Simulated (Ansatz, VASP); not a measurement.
# Two plane-wave programs on PbS

The input INCAR:

```
ALGO     = Normal         # electronic algorithm
EDIFF    = 1E-6           # SCF threshold, eV
ENCUT    = 520            # plane-wave cutoff, eV
GGA      = PE             # functional
ISIF     = 2              # what is computed and relaxed
ISMEAR   = 0              # smearing method
LASPH    = True           # aspherical terms in the spheres
LCHARG   = False          # write CHGCAR
LREAL    = False          # projectors in reciprocal space
LWAVE    = False          # write WAVECAR
NBANDS   = 39             # bands
NELM     = 60             # most SCF steps
PREC     = Accurate       # precision mode
SIGMA    = 0.1            # smearing width, eV
```

File KPOINTS:

```
k-points
0
Gamma
  6 6 4
```

POSCAR

```
PbS
1.0
    4.3391401000      0.0000000000      0.0000000000
   -2.1695700500      3.7578055600      0.0000000000
    0.0000000000      0.0000000000      7.0929922900
Pb S
3 3
Direct
    0.1620798500      0.8379201500      0.6666666700
    0.1620798500      0.3241597000      0.3333333300
    0.6758403000      0.8379201500      0.0000000000
    0.8379201500      0.1620798500      0.6666666700
    0.8379201500      0.6758403000      0.3333333300
    0.3241597000      0.1620798500      0.0000000000
```

Input for Ansatz:

```yaml
crystal:
  lattice:
    - [4.3391401, 0.0, 0.0]
    - [-2.16957005, 3.75780556, 0.0]
    - [0.0, 0.0, 7.09299229]
  atoms:
    - { symbol: Pb, position: [0.16207985, 0.83792015, 0.66666667] }
    - { symbol: Pb, position: [0.16207985, 0.3241597, 0.33333333] }
    - { symbol: Pb, position: [0.6758403, 0.83792015, 0.0] }
    - { symbol: S, position: [0.83792015, 0.16207985, 0.66666667] }
    - { symbol: S, position: [0.83792015, 0.6758403, 0.33333333] }
    - { symbol: S, position: [0.3241597, 0.16207985, 0.0] }
basis:
  ecutwfc: 420
kpoints:
  mp_grid: { grid: [6, 6, 4] }
hamiltonian:
  xc: pbe
scf:
  occupations: { method: gaussian, width: 0.1 }
  lower_state_search: "off"
output:
  forces: true
  stress: true
  eigenvalues: true
```

Alike in both runs: task single point; functional PBE; k mesh 6 × 6 × 4; occupations gaussian, width 0.1 eV; no spin polarisation.

```csv
,VASP,Ansatz
version,VASP 6.6.1,Ansatz 0.2.0
potentials or method,"VASP PAW PBE potentials, release 64 (Pb_d, S), cutoff 520 eV","scalar-relativistic, plane waves, PAW"
valence electrons in the cell,60,60
```

```csv
,VASP,Ansatz,Ansatz less VASP
gap on the k mesh at the Fermi level (eV),none,none,-
rms of the force components (eV/Å),0.750,0.756,+0.0061
```

Atom by atom the forces differ by 0.006 eV/Å (rms over components). A gap of «none» marks a metal or a gap that the smearing closes.

Spin-orbit coupling is off throughout.
